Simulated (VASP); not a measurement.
H, 4 atoms in the cell. The typed cell holds 4 atoms: a = 3.281 Å, b = 3.225 Å, c = 6.122 Å, α = 91.97°, β = 87.95°, γ = 118.85°.  This cell differs from its parent crystal: atoms moved at random and the cell strained at random.

- Program: VASP 6.6.1
- Task: single point
- Functional: PBE
- Potentials or basis: VASP PAW PBE potentials, release 64 (H)
- Cutoff: 520 eV
- k mesh: 8 × 8 × 4
- Occupations: gaussian, width 0.02 eV
- Spin: no spin polarisation
- Dipole correction: no
- Further INCAR settings: ALGO = Normal; EDIFF = 1e-06; NBANDS = 10

Potentials or basis: VASP PAW PBE potentials, release 64 (H).

The run is started by

```sh
$ cat potpaw_PBE.64/H/POTCAR > POTCAR
$ mpirun -np 1 vasp_std > vasp.out
```

Hardware: 1 thread of Intel(R) Xeon(R) Platinum 8488C (Sapphire Rapids), with other jobs on the host.

Question: How long does it take, and how much memory?

Answer: It took 37 s on 1 thread of Intel(R) Xeon(R) Platinum 8488C (Sapphire Rapids), on a shared host, peak memory 0.19 GiB. Counts: scf iterations 12, k points 132.
